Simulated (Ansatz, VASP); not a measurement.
Two plane-wave programs on Au

Contents of INCAR:

```
ALGO = Normal
EDIFF = 1E-6
ENCUT = 500
GGA = PE
GGA_COMPAT = False
ISIF = 2
ISMEAR = 0
LASPH = True
LCHARG = False
LREAL = False
LWAVE = False
NBANDS = 18
NELM = 120
PREC = Accurate
SIGMA = 0.1
```

Contents of KPOINTS:

```
k-points
0
Gamma
  1 1 3
```

Contents of POSCAR:

```
Au
1.0
    1.4113099650     -2.5559330250      0.0000000000
    1.4113099650      2.5559330250      0.0000000000
    0.0000000000      0.0000000000      4.8931696100
Au
2
Direct
    0.6653279700      0.3346720300      0.2500000000
    0.3346720300      0.6653279700      0.7500000000
```

Input for Ansatz:

```yaml
crystal:
  lattice:
    - [1.411309965, -2.555933025, 0.0]
    - [1.411309965, 2.555933025, 0.0]
    - [0.0, 0.0, 4.89316961]
  atoms:
    - { symbol: Au, position: [0.66532797, 0.33467203, 0.25] }
    - { symbol: Au, position: [0.33467203, 0.66532797, 0.75] }
basis:
  ecutwfc: 420
kpoints:
  mp_grid: { grid: [1, 1, 3] }
hamiltonian:
  xc: pbe
scf:
  occupations: { method: gaussian, width: 0.1 }
  max_iter: 60
output:
  forces: true
  stress: true
  eigenvalues: true
  bader: true
```

Alike in both runs: task single point; functional PBE; k mesh 1 × 1 × 3; occupations gaussian, width 0.1 eV; no spin polarisation.

|  | VASP | Ansatz |
| --- | --- | --- |
| version | VASP 6.6.1 | Ansatz 0.2.0 |
| potentials or method | VASP PAW PBE potentials, release 64 (Au), cutoff 500 eV | scalar-relativistic, plane waves, PAW |
| valence electrons in the cell | 22 | 38 |

Ansatz gave:

```
gap on the k mesh at the Fermi level (eV) : none
rms of the force components (eV/Å)        : 0.008
```

Q: Which values does VASP return?

A: gap on the k mesh at the Fermi level (eV): none; rms of the force components (eV/Å): 0.001.

Atom by atom the forces differ by 0.010 eV/Å (rms over components). A gap of «none» marks a metal or a gap that the smearing closes. With one functional, cell and mesh, what is left measures potentials, basis and numerics. VASP's potentials hold 22 valence electrons a cell and Ansatz's 38, so a difference there can come from the potentials and not from the codes.

The k mesh is coarse, so the values compare programs but aren't converged. Spin-orbit coupling is off throughout.
